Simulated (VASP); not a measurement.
TaN (r.f): single point with r2SCAN+rVV10

The system is TaN (r.f).

```
CELL_PARAMETERS angstrom
0.00000 2.19349 2.19349
2.19349 0.00000 2.19349
2.19349 2.19349 0.00000
ATOMIC_POSITIONS crystal
Ta 0.00000 0.00000 0.00000
N 0.50000 0.50000 0.50000
```

| Item | Value |
| --- | --- |
| Program | VASP 6.6.1 |
| Task | single point |
| Functional | r2SCAN |
| Dispersion | rVV10 |
| Potentials or basis | VASP PAW PBE potentials, release 64 (Ta_pv, N) |
| Cutoff | 660 eV |
| k mesh | 16 × 16 × 16 |
| Occupations | gaussian, width 0.1 eV |
| Spin | no spin polarisation |
| Dipole correction | no |
| Further INCAR settings | ALGO = Normal; EDIFF = 1e-06; NBANDS = 15 |

```
Pressure               : 2.8 GPa
Band gap on the k mesh : zero (band 8 reaches 11.64 eV, above the bottom of band 9 at 7.50 eV)
```

Levels at points of the mesh, in eV from the Fermi level:
| k point | band 4 | band 5 | band 6 | band 7 | band 8 | band 9 | band 10 | band 11 | band 12 | band 13 |
| --- | --- | --- | --- | --- | --- | --- | --- | --- | --- | --- |
| (0.00, 0.00, 0.00) | -20.08 | -4.16 | -4.16 | -4.16 | -2.19 | -2.19 | -2.19 | 0.14 | 0.14 | 1.83 |
| (0.50, 0.00, 0.00) | -17.01 | -10.90 | -8.05 | -8.05 | 1.96 | 1.96 | 2.10 | 4.09 | 7.92 | 7.92 |
| (0.50, 0.50, 0.00) | -18.84 | -7.11 | -5.68 | -5.02 | -5.02 | 2.25 | 3.61 | 3.61 | 4.81 | 7.46 |

Run time: 8 min on 1 thread of Intel Xeon 8259CL (shared host), peak memory 0.32 GiB.

Caveat: the PAW data sets were made with another functional, which shifts forces and pressure a little; spin-orbit coupling is left out, which moves the levels of the heavy elements.
